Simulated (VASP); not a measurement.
# ZnO (P6_3mc) in VASP: single point with LDA

Aim: the single point of ZnO with LDA.

All numbers are computed with VASP 6.6.1; they aren't measurements. Logs are shortened: lines on timing, memory, paths and dates and some standing lists are left out, and cuts for length are marked.

**1. The cell of the first run**

Symmetry: P6_3mc, No. 186, hexagonal system. The conventional cell has a = 3.314 Å, b = 3.314 Å, c = 5.204 Å, α = 90.00°, β = 90.00°, γ = 120.00°. Within 2.6 Å of Zn (site symmetry 3m) lie 4 O at 1.99 to 2.01 Å. Within 2.6 Å of O (site symmetry 3m) lie 4 Zn at 1.99 to 2.01 Å.

**2. Single point, LDA (equal xx and yy strain of +2 %)**

File INCAR:

```
SYSTEM = ZnO
  PREC = Accurate
  ENCUT = 520
  EDIFF = 1E-6
  ISMEAR = -1
  SIGMA = 0.01
  LREAL = .FALSE.
  LASPH = .TRUE.
  NELM = 100
  ALGO = Normal
  ISIF = 2
  LWAVE = .FALSE.
  LCHARG = .TRUE.
  GGA = CA
  LELF = .TRUE.
  LVHAR = .TRUE.
  NBANDS = 26
```

File KPOINTS:

```
regular mesh
0
G
  8 8 5
  0 0 0
```

File POSCAR:

```
ZnO
1.0
    3.3143866984      0.0000000000      0.0000000000
   -1.6571933491      2.8703430787      0.0000000000
    0.0000000000      0.0000000000      5.2038000000
Zn O
2 2
Direct
    0.3333333333      0.6666666667      0.0000000000
    0.6666666667      0.3333333333      0.5000000000
    0.3333333333      0.6666666667      0.3821000000
    0.6666666667      0.3333333333      0.8821000000
```

Potentials or basis: VASP PAW LDA potentials, release 64 (Zn, O).

Command:

```
> cat potpaw_LDA.64/Zn/POTCAR potpaw_LDA.64/O/POTCAR > POTCAR
> mpirun -np 1 vasp_std > vasp.out
```

OUTCAR:

```text
SYSTEM = ZnO
   PREC = Accurate
   ENCUT = 520
   EDIFF = 1E-6
   ISMEAR = -1
   LREAL = .FALSE.
   LASPH = .TRUE.
   NELM = 100
   ISIF = 2
   GGA = CA

 ion  position               nearest neighbor table
   1  0.333  0.667  0.000-   3 1.99   4 2.01   4 2.01   4 2.01
   2  0.667  0.333  0.500-   4 1.99   3 2.01   3 2.01   3 2.01
   3  0.333  0.667  0.382-   1 1.99   2 2.01   2 2.01   2 2.01
   4  0.667  0.333  0.882-   2 1.99   1 2.01   1 2.01   1 2.01

  LATTYP: Found a hexagonal cell.
 ALAT       =     3.3143866984
 C/A-ratio  =     1.5700642301

  Lattice vectors:

 A1 = (   3.3143866984,   0.0000000000,   0.0000000000)
 A2 = (  -1.6571933491,   2.8703430787,   0.0000000000)
 A3 = (   0.0000000000,   0.0000000000,   5.2038000000)

Analysis of symmetry for initial positions (statically):
=====================================================================
 Subroutine PRICEL returns:
 Original cell was already a primitive cell.

 Routine SETGRP: Setting up the symmetry group for a
 hexagonal supercell.

 Subroutine GETGRP returns: Found 12 space group operations
 (whereof  6 operations were pure point group operations)
 out of a pool of 24 trial point group operations.

The static configuration has the point symmetry C_3v.
 The point group associated with its full space group is C_6v.

Analysis of symmetry for dynamics (positions and initial velocities):
=====================================================================
 Subroutine PRICEL returns:
 Original cell was already a primitive cell.

 Routine SETGRP: Setting up the symmetry group for a
 hexagonal supercell.

 Subroutine GETGRP returns: Found 12 space group operations
 (whereof  6 operations were pure point group operations)
 out of a pool of 24 trial point group operations.

The dynamic configuration has the point symmetry C_3v.
 The point group associated with its full space group is C_6v.

 Subroutine INISYM returns: Found 12 space group operations
 (whereof  6 operations are pure point group operations),
 and found     1 'primitive' translations

----------------------------------------------------------------------------------------

                                     Primitive cell

  volume of cell :      49.5060

  direct lattice vectors                    reciprocal lattice vectors
     3.314386698  0.000000000  0.000000000     0.301714945  0.174195205  0.000000000
    -1.657193349  2.870343079  0.000000000     0.000000000  0.348390409  0.000000000
     0.000000000  0.000000000  5.203800000     0.000000000  0.000000000  0.192167262

  length of vectors
     3.314386698  3.314386698  5.203800000     0.348390409  0.348390409  0.192167262

  position of ions in fractional coordinates (direct lattice)
     0.333333333  0.666666667  0.000000000
     0.666666667  0.333333333  0.500000000
     0.333333333  0.666666667  0.382100000
     0.666666667  0.333333333  0.882100000

  ion indices of the primitive-cell ions
   primitive index   ion index
                 1           1
                 2           2
                 3           3
                 4           4

----------------------------------------------------------------------------------------

 KPOINTS: regular mesh

Automatic generation of k-mesh.
 Grid dimensions read from file:
 generate k-points for:    8    8    5

 Generating k-lattice:

  Cartesian coordinates                     Fractional coordinates (reciprocal lattice)
     0.037714368  0.021774401  0.000000000     0.125000000 -0.000000000  0.000000000
     0.000000000  0.043548801  0.000000000     0.000000000  0.125000000  0.000000000
     0.000000000  0.000000000  0.038433452     0.000000000  0.000000000  0.200000000

  Length of vectors
     0.043548801  0.043548801  0.038433452

  Shift w.r.t. Gamma in fractional coordinates (k-lattice)
     0.000000000  0.000000000  0.000000000

 Subroutine IBZKPT returns following result:
 ===========================================

 Found     30 irreducible k-points:

 Following reciprocal coordinates:
            Coordinates               Weight
  0.000000  0.000000  0.000000      1.000000
  0.125000 -0.000000  0.000000      6.000000
  0.250000 -0.000000  0.000000      6.000000
  0.375000 -0.000000  0.000000      6.000000
  0.500000 -0.000000  0.000000      3.000000
  0.125000  0.125000  0.000000      6.000000
[... 16 lines left out ...]
  0.250000 -0.000000  0.400000     12.000000
  0.375000 -0.000000  0.400000     12.000000
 [... further k-points ...]
   k-points           NKPTS =     30   k-points in BZ     NKDIM =     30   number of bands    NBANDS=     26
   number of dos      NEDOS =    301   number of ions     NIONS =      4
   total plane-waves  NPLWV =  31360
   dimension x,y,z NGX =    28 NGY =   28 NGZ =   40
   dimension x,y,z NGXF=    56 NGYF=   56 NGZF=   80
   ions per type =               2   2
   NGX,Y,Z   is equivalent  to a cutoff of  14.04, 14.04, 12.78 a.u.
   NGXF,Y,Z  is equivalent  to a cutoff of  28.09, 28.09, 25.56 a.u.
 SYSTEM =  ZnO
   PREC   = accura    normal or accurate (medium, high low for compatibility)
   ISTART =      0    job   : 0-new  1-cont  2-samecut
   ICHARG =      2    charge: 1-file 2-atom 10-const
   ISPIN  =      1    spin polarized calculation?
   LNONCOLLINEAR =      F non collinear calculations
   LSORBIT =      F    spin-orbit coupling
   LASPH  =      T    aspherical Exc in radial PAW
   ENCUT  =  520.0 eV  38.22 Ry    6.18 a.u.   6.16  6.16  9.68*2*pi/ulx,y,z
   NELM   =    100;   NELMIN=  2; NELMDL= -5     # of ELM steps
   EDIFF  = 0.1E-05   stopping-criterion for ELM
   LREAL  =      F    real-space projection
   EDIFFG = 0.1E-04   stopping-criterion for IOM
   NSW    =      0    number of steps for IOM
   IBRION =     -1    ionic relax: 0-MD 1-quasi-New 2-CG
   NFREE  =      0    steps in history (QN), initial steepest desc. (CG)
   ISIF   =      2    stress and relaxation
   ISYM   =      2    0-nonsym 1-usesym 2-fastsym
   POTIM  = 0.5000    time-step for ionic-motion
   TEBEG  =    0.0;   TEEND  =   0.0 temperature during run
   PSTRESS=    0.0 pullay stress
   NELECT =      36.0000    total number of electrons
   NUPDOWN=      -1.0000    fix difference up-down
   EMIN   =  10.00;   EMAX   =-10.00  energy-range for DOS
   EFERMI =   0.00;   METHOD = LEGACY
   ISMEAR =    -1;   SIGMA  =   0.01  broadening in eV -4-tet -1-fermi 0-gaus
   EFERMI_NEDOS =   21; number of points for ismear=-14 and -15
   IALGO  =     38    algorithm
   IMIX   =      4    mixing-type and parameters
     AMIX     =   0.40;   BMIX     =  1.00
     AMIX_MAG =   1.60;   BMIX_MAG =  1.00
  volume/ion in A,a.u.               =      12.38        83.52
  Fermi-wavevector in a.u.,A,eV,Ry     =   1.472165  2.781988 29.487493  2.167270
  Thomas-Fermi vector in A             =   2.587213
   LORBIT       =      0    0 simple, 1 ext, 2 COOP (PROOUT), +10 PAW based schemes
   GGA     = CA    functional components
   LHFCALC =     F    Hartree Fock is set to
   AEXX    =    0.0000 exact exchange contribution
   IVDW    =     0    specifies the selected vdW correction
   LEPSILON=     F    determine dielectric tensor
   LRPA    =     F    only Hartree local field effects (RPA)
 non-spin polarized calculation
  energy-cutoff  :      520.00
  volume of cell :       49.51
 maximum number of plane-waves:      1351
 NGX is ok and might be reduce to    28
   NGX = 13   NGY = 13   NGZ = 19

 number of electron      35.9999993 magnetization

 Free energy of the ion-electron system (eV)
  ---------------------------------------------------
  ext. energy  EPLUGINS =         0.00000000
  ---------------------------------------------------
  free energy    TOTEN  =       -21.01133008 eV

  energy without entropy =      -21.01133008  energy(sigma->0) =      -21.01133008

 E-fermi :   0.7398     XC(G=0): -11.2561

 val. band max:        0.5061124509   @ k =   0.0000   0.0000   0.0000
 cond. band min:       1.2048063026   @ k =   0.0000   0.0000   0.0000
 fundamental gap:      0.6986938517
 Fermi energy:         0.7398252172

 k-point     1 :       0.0000    0.0000    0.0000
  band No.  band energies     occupation
      1     -16.9643      2.00000
      2     -16.2194      2.00000
      3      -5.0628      2.00000
      4      -5.0628      2.00000
      5      -4.9968      2.00000
      6      -4.8824      2.00000
[... 18 lines left out ...]
     25      14.0370      0.00000
     26      14.5557      0.00000

 k-point     2 :       0.1250   -0.0000    0.0000
  band No.  band energies     occupation
      1     -16.8831      2.00000
      2     -16.1873      2.00000
      3      -5.1431      2.00000
      4      -5.0173      2.00000
      5      -4.9523      2.00000
      6      -4.8877      2.00000
[... 18 lines left out ...]
     25      14.2113      0.00000
     26      14.5727      0.00000

 k-point     3 :       0.2500   -0.0000    0.0000
  band No.  band energies     occupation
      1     -16.6737      2.00000
      2     -16.1170      2.00000
      3      -5.2757      2.00000
      4      -4.9561      2.00000
      5      -4.9187      2.00000
      6      -4.7879      2.00000
[... 18 lines left out ...]
     25      13.3363      0.00000
     26      14.1784      0.00000

 k-point     4 :       0.3750   -0.0000    0.0000
  band No.  band energies     occupation
      1     -16.4303      2.00000
      2     -16.0706      2.00000
      3      -5.3018      2.00000
      4      -4.9865      2.00000
      5      -4.8456      2.00000
      6      -4.6016      2.00000
[... 18 lines left out ...]
     25      13.4451      0.00000
     26      14.0399      0.00000
[... 496 lines left out ...]
      1     -16.6487      2.00000
      2     -16.4335      2.00000
      3      -5.2706      2.00000
      4      -5.2548      2.00000
      5      -4.9735      2.00000
      6      -4.9693      2.00000
[... 18 lines left out ...]
     25      13.0700      0.00000
     26      13.4098      0.00000

 k-point    23 :       0.2500   -0.0000    0.4000
  band No.  band energies     occupation
      1     -16.4811      2.00000
      2     -16.3086      2.00000
      3      -5.3829      2.00000
      4      -5.3184      2.00000
      5      -4.8463      2.00000
      6      -4.8437      2.00000
[... 18 lines left out ...]
     25      13.3801      0.00000
     26      13.6218      0.00000

 k-point    24 :       0.3750   -0.0000    0.4000
  band No.  band energies     occupation
      1     -16.2993      2.00000
      2     -16.1876      2.00000
      3      -5.4278      2.00000
      4      -5.3577      2.00000
      5      -4.7261      2.00000
      6      -4.6737      2.00000
[... 18 lines left out ...]
     25      13.5631      0.00000
     26      13.7522      0.00000

 [... further k-points ...]

------------------------ aborting loop because EDIFF is reached ----------------------------------------

  FORCE on cell =-STRESS in cart. coord.  units (eV):
  Direction    XX          YY          ZZ          XY          YZ          ZX
  --------------------------------------------------------------------------------------
  -------------------------------------------------------------------------------------
  Total       -3.8080562     -3.8080562     -2.4299056     -0.0000000      0.0000000      0.0000000
  in kB     -123.2413214   -123.2413214    -78.6398008     -0.0000000      0.0000000      0.0000000
  external PRESSURE =    -108.3741479 kB  Pullay stress =       0.0000000 kB

 VOLUME and BASIS-vectors are now :
 -----------------------------------------------------------------------------
  energy-cutoff  :      520.00
  volume of cell :       49.51
      direct lattice vectors                 reciprocal lattice vectors
     3.314386698  0.000000000  0.000000000     0.301714945  0.174195205  0.000000000
    -1.657193349  2.870343079  0.000000000     0.000000000  0.348390409  0.000000000
     0.000000000  0.000000000  5.203800000     0.000000000  0.000000000  0.192167262

 POSITION                                       TOTAL-FORCE (eV/Angst)
 -----------------------------------------------------------------------------------
     -0.00000      1.91356      0.00000        -0.000000      0.000000     -0.082345
      1.65719      0.95678      2.60190         0.000000     -0.000000     -0.082345
     -0.00000      1.91356      1.98837         0.000000     -0.000000      0.082345
      1.65719      0.95678      4.59027        -0.000000      0.000000      0.082345
 -----------------------------------------------------------------------------------
    total drift:                               -0.000000      0.000000      0.000105

  FREE ENERGIE OF THE ION-ELECTRON SYSTEM (eV)
  ---------------------------------------------------
  free  energy   TOTEN  =       -21.0113300844 eV

  energy  without entropy=      -21.0113300844  energy(sigma->0) =      -21.01133008
```

Run time: 52 s. Hardware: 1 thread of Intel Xeon 8259CL, shared host; peak memory 0.17 GiB.

Results:

| Quantity | Value |
| --- | --- |
| Free energy | -21.0113 eV |
| Pressure | -10.8 GPa |
| Largest force | 0.082 eV/Å |
| Band gap on the k mesh | 0.70 eV |

Forces in eV/Å, atoms in the order of the input:
```
Zn   0.000  0.000 -0.082
Zn   0.000  0.000 -0.082
O    0.000  0.000  0.082
O    0.000  0.000  0.082
```

Stress tensor (GPa, compression positive):
```
-12.32   0.00   0.00
  0.00 -12.32   0.00
  0.00   0.00  -7.86
```

Levels at points of the mesh, in eV from the valence-band top:
| k point | band 16 | band 17 | band 18 | band 19 | band 20 | band 21 |
| --- | --- | --- | --- | --- | --- | --- |
| (0.00, 0.00, 0.00) | -0.03 | 0.00 | 0.00 | 0.70 | 4.88 | 8.17 |
| (0.50, 0.00, 0.00) | -2.22 | -1.20 | -0.79 | 5.50 | 6.63 | 7.57 |

Caveat: the cell differs from its parent crystal (equal xx and yy strain of +2 %); the cell stands under tension.
